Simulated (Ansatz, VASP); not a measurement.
## PbO: VASP beside Ansatz

```
Pb O
1.0
     3.97440    0.00000    0.00000
     0.00000    3.97440    0.00000
     0.00000    0.00000    5.09733
Pb O
2 2
Cartesian
  0.0000 1.9872 1.1984
  1.9872 0.0000 3.8989
  0.0000 0.0000 0.0000
  1.9872 1.9872 0.0000
```

Change from the starting cell: strain +0.000 along x and y, +0.015 along z, atoms carried along.

Alike in both runs: task single point; functional PBE; k mesh 8 × 8 × 6; occupations gaussian, width 0.05 eV; no spin polarisation.

|  | VASP | Ansatz |
| --- | --- | --- |
| version | VASP 6.6.1 | Ansatz 0.2.0 |
| potentials or method | VASP PAW PBE potentials, release 64 (Pb_d, O), cutoff 520 eV | scalar-relativistic, plane waves, PAW |
| valence electrons in the cell | 40 | 40 |

Ansatz gave:

* gap on the k mesh at the Fermi level (eV): 1.23
* least direct gap on the mesh (eV): 2.24
* pressure (GPa): 3.7
* traceless stress, the component that is largest in VASP (GPa): -0.93
* rms of the force components (eV/Å): 0.077

**Question.** Which values does VASP return?

**Answer.** gap on the k mesh at the Fermi level (eV): 1.23; least direct gap on the mesh (eV): 2.24; pressure (GPa): 3.7; traceless stress, the component that is largest in VASP (GPa): -0.94; rms of the force components (eV/Å): 0.094.

Atom by atom the forces differ by 0.017 eV/Å (rms over components). The functional is the same, so the differences come from potentials, cutoffs and numerics.

Neither program's run includes spin-orbit coupling.
